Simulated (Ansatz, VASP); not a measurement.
AlN in VASP and in Ansatz

```
Al N
1.0
     2.18399   -2.18399    0.00000
     2.18399    0.00000   -2.18399
     9.02465    9.02465    9.02465
Al N
6 6
Direct
  0.66667 0.66667 0.06047
  0.00000 0.00000 0.86715
  0.33333 0.33333 0.22180
  0.66667 0.66667 0.54447
  0.00000 0.00000 0.38314
  0.33333 0.33333 0.70581
  0.66667 0.66667 0.42347
  0.00000 0.00000 0.26214
  0.33333 0.33333 0.58481
  0.66667 0.66667 0.90748
  0.00000 0.00000 0.74614
  0.33333 0.33333 0.10080
```

Alike in both runs: task single point; functional PBE; k mesh 8 × 8 × 2; occupations gaussian, width 0.05 eV; no spin polarisation.

|  | VASP | Ansatz |
| --- | --- | --- |
| version | VASP 6.6.1 | Ansatz 0.2.0 |
| potentials or method | VASP PAW PBE potentials, release 64 (Al, N), cutoff 520 eV | scalar-relativistic, plane waves, PAW |
| valence electrons in the cell | 48 | 48 |

Ansatz gave:

| Quantity | Value |
| --- | --- |
| gap on the k mesh at the Fermi level (eV) | 1.96 |
| least direct gap on the mesh (eV) | 2.44 |
| pressure (GPa) | 1.7 |
| traceless stress, the component that is largest in VASP (GPa) | -2.60 |
| rms of the force components (eV/Å) | 0.584 |

Question: What did VASP give for the same quantities?

Answer: gap on the k mesh at the Fermi level (eV): 1.96; least direct gap on the mesh (eV): 2.45; pressure (GPa): 1.4; traceless stress, the component that is largest in VASP (GPa): -2.62; rms of the force components (eV/Å): 0.580.

Atom by atom the forces differ by 0.004 eV/Å (rms over components). The functional is the same, so the differences come from potentials, cutoffs and numerics.
